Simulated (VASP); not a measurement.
# Os (P6_3/mmc) in VASP: further runs

Os is run at these levels: PBE; tasks: single point.

Program: VASP 6.6.1. These are calculated values, not measurements. Logs are shortened: lines on timing, memory, paths and dates and some standing lists are left out, and cuts for length are marked.

**1. The cell of the first run**

Symmetry: P6_3/mmc, No. 194, hexagonal system. The conventional cell has a = 2.755 Å, b = 2.755 Å, c = 4.342 Å, α = 90.00°, β = 90.00°, γ = 120.00°. Os (site symmetry -6m2) has 12 Os at 2.69 to 2.76 Å within 3.5 Å.

**2. Single point, PBE**

File INCAR:

```
PREC = Accurate ; ENCUT = 520
EDIFF = 1E-6 ; ISMEAR = -1
SIGMA = 0.05 ; LREAL = False
LASPH = True ; NELM = 100
ALGO = Normal ; ISIF = 2
LWAVE = False ; LCHARG = False
GGA = PE ; NBANDS = 15
```

File KPOINTS:

```
Automatic mesh
0
Gamma
  17 17 9
```

File POSCAR:

```
Os
1.0
    2.7554753047      0.0000000000      0.0000000000
   -1.3777376524      2.3863116134      0.0000000000
    0.0000000000      0.0000000000      4.3424529262
Os
2
Direct
    0.3333333333      0.6666666667      0.2500000000
    0.6666666667      0.3333333333      0.7500000000
```

Potentials or basis: VASP PAW PBE potentials, release 64 (Os).

The run is started by

```sh
cat potpaw_PBE.64/Os/POTCAR > POTCAR
mpirun -np 1 vasp_std > vasp.out
```

OUTCAR:

```text
PREC = Accurate
   ENCUT = 520
   EDIFF = 1E-6
   ISMEAR = -1
   LREAL = False
   LASPH = True
   NELM = 100
   ISIF = 2
   GGA = PE

 ion  position               nearest neighbor table
   1  0.333  0.667  0.250-   2 2.69   2 2.69   2 2.69   2 2.69   2 2.69   2 2.69
   2  0.667  0.333  0.750-   1 2.69   1 2.69   1 2.69   1 2.69   1 2.69   1 2.69

  LATTYP: Found a hexagonal cell.
 ALAT       =     2.7554753047
 C/A-ratio  =     1.5759360713

  Lattice vectors:

 A1 = (   2.7554753047,   0.0000000000,   0.0000000000)
 A2 = (  -1.3777376524,   2.3863116134,   0.0000000000)
 A3 = (   0.0000000000,   0.0000000000,   4.3424529262)

Analysis of symmetry for initial positions (statically):
=====================================================================
 Subroutine PRICEL returns:
 Original cell was already a primitive cell.

 Routine SETGRP: Setting up the symmetry group for a
 hexagonal supercell.

 Subroutine GETGRP returns: Found 24 space group operations
 (whereof 12 operations were pure point group operations)
 out of a pool of 24 trial point group operations.

The static configuration has the point symmetry D_3d.
 The point group associated with its full space group is D_6h.

Analysis of symmetry for dynamics (positions and initial velocities):
=====================================================================
 Subroutine PRICEL returns:
 Original cell was already a primitive cell.

 Routine SETGRP: Setting up the symmetry group for a
 hexagonal supercell.

 Subroutine GETGRP returns: Found 24 space group operations
 (whereof 12 operations were pure point group operations)
 out of a pool of 24 trial point group operations.

The dynamic configuration has the point symmetry D_3d.
 The point group associated with its full space group is D_6h.

 Subroutine INISYM returns: Found 24 space group operations
 (whereof 12 operations are pure point group operations),
 and found     1 'primitive' translations

----------------------------------------------------------------------------------------

                                     Primitive cell

  volume of cell :      28.5535

  direct lattice vectors                    reciprocal lattice vectors
     2.755475305  0.000000000  0.000000000     0.362913795  0.209528377  0.000000000
    -1.377737652  2.386311613  0.000000000     0.000000000  0.419056755  0.000000000
     0.000000000  0.000000000  4.342452926     0.000000000  0.000000000  0.230284592

  length of vectors
     2.755475305  2.755475305  4.342452926     0.419056755  0.419056755  0.230284592

  position of ions in fractional coordinates (direct lattice)
     0.333333333  0.666666667  0.250000000
     0.666666667  0.333333333  0.750000000

  ion indices of the primitive-cell ions
   primitive index   ion index
                 1           1
                 2           2

----------------------------------------------------------------------------------------

 KPOINTS: Automatic mesh

Automatic generation of k-mesh.
 Grid dimensions read from file:
 generate k-points for:   17   17    9

 Generating k-lattice:

  Cartesian coordinates                     Fractional coordinates (reciprocal lattice)
     0.021347870  0.012325199  0.000000000     0.058823529  0.000000000  0.000000000
     0.000000000  0.024650397  0.000000000     0.000000000  0.058823529  0.000000000
     0.000000000  0.000000000  0.025587177     0.000000000  0.000000000  0.111111111

  Length of vectors
     0.024650397  0.024650397  0.025587177

  Shift w.r.t. Gamma in fractional coordinates (k-lattice)
     0.000000000  0.000000000  0.000000000

 Subroutine IBZKPT returns following result:
 ===========================================

 Found    165 irreducible k-points:

 Following reciprocal coordinates:
            Coordinates               Weight
  0.000000  0.000000  0.000000      1.000000
  0.058824  0.000000  0.000000      6.000000
  0.117647  0.000000  0.000000      6.000000
  0.176471 -0.000000  0.000000      6.000000
  0.235294  0.000000  0.000000      6.000000
  0.294118 -0.000000  0.000000      6.000000
[... 16 lines left out ...]
  0.411765  0.117647  0.000000     12.000000
  0.176471  0.176471  0.000000      6.000000
 [... further k-points ...]
   k-points           NKPTS =    165   k-points in BZ     NKDIM =    165   number of bands    NBANDS=     15
   number of dos      NEDOS =    301   number of ions     NIONS =      2
   total plane-waves  NPLWV =  12800
   dimension x,y,z NGX =    20 NGY =   20 NGZ =   32
   dimension x,y,z NGXF=    40 NGYF=   40 NGZF=   64
   ions per type =               2
   NGX,Y,Z   is equivalent  to a cutoff of  12.07, 12.07, 12.25 a.u.
   NGXF,Y,Z  is equivalent  to a cutoff of  24.13, 24.13, 24.50 a.u.
 SYSTEM =  unknown system
   PREC   = accura    normal or accurate (medium, high low for compatibility)
   ISTART =      0    job   : 0-new  1-cont  2-samecut
   ICHARG =      2    charge: 1-file 2-atom 10-const
   ISPIN  =      1    spin polarized calculation?
   LNONCOLLINEAR =      F non collinear calculations
   LSORBIT =      F    spin-orbit coupling
   LASPH  =      T    aspherical Exc in radial PAW
   ENCUT  =  520.0 eV  38.22 Ry    6.18 a.u.   5.12  5.12  8.07*2*pi/ulx,y,z
   NELM   =    100;   NELMIN=  2; NELMDL= -5     # of ELM steps
   EDIFF  = 0.1E-05   stopping-criterion for ELM
   LREAL  =      F    real-space projection
   EDIFFG = 0.1E-04   stopping-criterion for IOM
   NSW    =      0    number of steps for IOM
   IBRION =     -1    ionic relax: 0-MD 1-quasi-New 2-CG
   NFREE  =      0    steps in history (QN), initial steepest desc. (CG)
   ISIF   =      2    stress and relaxation
   ISYM   =      2    0-nonsym 1-usesym 2-fastsym
   POTIM  = 0.5000    time-step for ionic-motion
   TEBEG  =    0.0;   TEEND  =   0.0 temperature during run
   PSTRESS=    0.0 pullay stress
   NELECT =      16.0000    total number of electrons
   NUPDOWN=      -1.0000    fix difference up-down
   EMIN   =  10.00;   EMAX   =-10.00  energy-range for DOS
   EFERMI =   0.00;   METHOD = LEGACY
   ISMEAR =    -1;   SIGMA  =   0.05  broadening in eV -4-tet -1-fermi 0-gaus
   EFERMI_NEDOS =   21; number of points for ismear=-14 and -15
   IALGO  =     38    algorithm
   IMIX   =      4    mixing-type and parameters
     AMIX     =   0.40;   BMIX     =  1.00
     AMIX_MAG =   1.60;   BMIX_MAG =  1.00
  volume/ion in A,a.u.               =      14.28        96.34
  Fermi-wavevector in a.u.,A,eV,Ry     =   1.349673  2.550512 24.784607  1.821617
  Thomas-Fermi vector in A             =   2.477241
   LORBIT       =      0    0 simple, 1 ext, 2 COOP (PROOUT), +10 PAW based schemes
   GGA     = PE    functional components
   LHFCALC =     F    Hartree Fock is set to
   AEXX    =    0.0000 exact exchange contribution
   IVDW    =     0    specifies the selected vdW correction
   LEPSILON=     F    determine dielectric tensor
   LRPA    =     F    only Hartree local field effects (RPA)
 non-spin polarized calculation
  energy-cutoff  :      520.00
  volume of cell :       28.55
 maximum number of plane-waves:       784
   NGX = 11   NGY = 11   NGZ = 17

 number of electron      15.9999999 magnetization

 Free energy of the ion-electron system (eV)
  ---------------------------------------------------
  ext. energy  EPLUGINS =         0.00000000
  ---------------------------------------------------
  free energy    TOTEN  =       -22.50376901 eV

  energy without entropy =      -22.49402830  energy(sigma->0) =      -22.49889865

 E-fermi :   9.1863     XC(G=0): -13.9408

 val. band max:        9.1620703928   @ k =   0.2941  -0.0000   0.1111
 cond. band min:       9.1981307160   @ k =   0.2941   0.1176   0.2222
 fundamental gap:      0.0360603231
 Fermi energy:         9.1862729158

 k-point     1 :       0.0000    0.0000    0.0000
  band No.  band energies     occupation
      1      -1.5976      2.00000
      2       1.5611      2.00000
      3       6.1905      2.00000
      4       6.1905      2.00000
      5       6.4680      2.00000
      6       7.0104      2.00000
      7       7.0104      2.00000
      8       7.6193      2.00000
      9       7.6193      2.00000
     10       9.2165      0.70656
     11      10.7941      0.00000
     12      10.7941      0.00000
     13      18.0227      0.00000
     14      23.1881      0.00000
     15      25.9257      0.00000

 k-point     2 :       0.0588    0.0000    0.0000
  band No.  band energies     occupation
      1      -1.4605      2.00000
      2       1.6829      2.00000
      3       5.8945      2.00000
      4       6.3104      2.00000
      5       6.7264      2.00000
      6       6.9298      2.00000
      7       7.1221      2.00000
      8       7.4563      2.00000
      9       7.5220      2.00000
     10       8.5674      1.99999
     11      10.8619      0.00000
     12      11.6458      0.00000
     13      18.0115      0.00000
     14      23.4690      0.00000
     15      26.1034      0.00000

 k-point     3 :       0.1176    0.0000    0.0000
  band No.  band energies     occupation
      1      -1.0615      2.00000
      2       2.0208      2.00000
      3       5.4571      2.00000
      4       6.6647      2.00000
      5       6.6850      2.00000
      6       6.8006      2.00000
      7       7.1379      2.00000
      8       7.2671      2.00000
      9       7.4511      2.00000
     10       7.9288      2.00000
     11      11.0313      0.00000
     12      13.0675      0.00000
     13      17.9573      0.00000
     14      24.2136      0.00000
     15      26.5549      0.00000
[... 343 lines left out ...]
 k-point    23 :       0.4118    0.1176    0.0000
  band No.  band energies     occupation
      1       2.5615      2.00000
      2       2.6565      2.00000
      3       2.9158      2.00000
      4       5.6199      2.00000
      5       5.7986      2.00000
      6       6.5596      2.00000
      7       7.3876      2.00000
      8      10.9192      0.00000
      9      11.1823      0.00000
     10      11.5802      0.00000
     11      13.4027      0.00000
     12      15.2357      0.00000
     13      18.6927      0.00000
     14      19.1235      0.00000
     15      21.5061      0.00000

 k-point    24 :       0.1765    0.1765    0.0000
  band No.  band energies     occupation
      1       1.4471      2.00000
      2       3.5274      2.00000
      3       4.1279      2.00000
      4       4.1326      2.00000
      5       5.8255      2.00000
      6       6.3066      2.00000
      7       7.2897      2.00000
      8       8.3604      2.00000
      9       9.4152      0.02035
     10      10.3063      0.00000
     11      11.3753      0.00000
     12      17.5410      0.00000
     13      18.1919      0.00000
     14      21.7367      0.00000
     15      22.2662      0.00000

 [... further k-points ...]
[... 5 lines left out ...]
  --------------------------------------------------------------------------------------
  -------------------------------------------------------------------------------------
  Total       -0.0218787     -0.0218787     -0.0413146      0.0000000     -0.0000000      0.0000000
  in kB       -1.2276478     -1.2276478     -2.3182249      0.0000000     -0.0000000      0.0000000
  external PRESSURE =      -1.5911735 kB  Pullay stress =       0.0000000 kB

 VOLUME and BASIS-vectors are now :
 -----------------------------------------------------------------------------
  energy-cutoff  :      520.00
  volume of cell :       28.55
      direct lattice vectors                 reciprocal lattice vectors
     2.755475305  0.000000000  0.000000000     0.362913795  0.209528377  0.000000000
    -1.377737652  2.386311613  0.000000000     0.000000000  0.419056755  0.000000000
     0.000000000  0.000000000  4.342452926     0.000000000  0.000000000  0.230284592

 POSITION                                       TOTAL-FORCE (eV/Angst)
 -----------------------------------------------------------------------------------
     -0.00000      1.59087      1.08561         0.000000      0.000000      0.000000
      1.37774      0.79544      3.25684        -0.000000      0.000000      0.000000
 -----------------------------------------------------------------------------------
    total drift:                               -0.000000      0.000000     -0.000000

  FREE ENERGIE OF THE ION-ELECTRON SYSTEM (eV)
  ---------------------------------------------------
  free  energy   TOTEN  =       -22.5037690120 eV

  energy  without entropy=      -22.4940282974  energy(sigma->0) =      -22.49889865
```

Wall time 22 s (1 thread of Intel Xeon 6975P-C (Granite Rapids), shared host); peak memory 0.18 GiB.

Results:

| Property | Result |
| --- | --- |
| Free energy | -22.5038 eV |
| Pressure | -0.2 GPa |
| Band gap on the k mesh | zero (bands 8 and 9 overlap by 3.77 eV) |

Stress tensor (GPa, compression positive):
```
-0.12  0.00  0.00
 0.00 -0.12  0.00
 0.00  0.00 -0.23
```

Caveat: spin-orbit coupling is left out, which moves the levels of the heavy elements.

**3. Single point, PBE**

File INCAR:

```
SYSTEM = Os
ALGO = Normal ; EDIFF = 1E-7
ENCUT = 520 ; GGA = PE
ISIF = 2 ; ISMEAR = -1
LASPH = .True. ; LCHARG = .True.
LELF = .True. ; LREAL = .False.
LVHAR = .True. ; LWAVE = .False.
NBANDS = 15 ; NELM = 100
PREC = Accurate ; SIGMA = 0.05
```

File KPOINTS:

```
k-points
0
Gamma
  17 17 9
  0 0 0
```

POSCAR is that of step 2.

Potentials or basis: VASP PAW PBE potentials, release 64 (Os).

The run is started by

```sh
cat potpaw_PBE.64/Os/POTCAR > POTCAR
mpirun -np 1 vasp_std > vasp.out
```

Wall time 23 s (1 thread of Intel Xeon 6975P-C (Granite Rapids), shared host); peak memory 0.18 GiB.

Results (log left out):

```yaml
Free_energy: -22.5038 eV
Pressure: -0.2 GPa
Band_gap_on_the_k_mesh: zero (bands 8 and 9 overlap by 3.77 eV)
```

Stress tensor (GPa, compression positive):
```
-0.12  0.00  0.00
 0.00 -0.12  0.00
 0.00  0.00 -0.23
```

Levels at points of the mesh, in eV from the Fermi level:
```
           k point  band 4  band 5  band 6  band 7  band 8  band 9  band 10  band 11  band 12  band 13
(0.00, 0.00, 0.00)   -3.00   -2.72   -2.18   -2.18   -1.57   -1.57     0.03     1.61     1.61     8.84
```

Caveat: spin-orbit coupling is left out, which moves the levels of the heavy elements.

The gap in the log of VASP goes by the Fermi energy; the results here count the filled bands.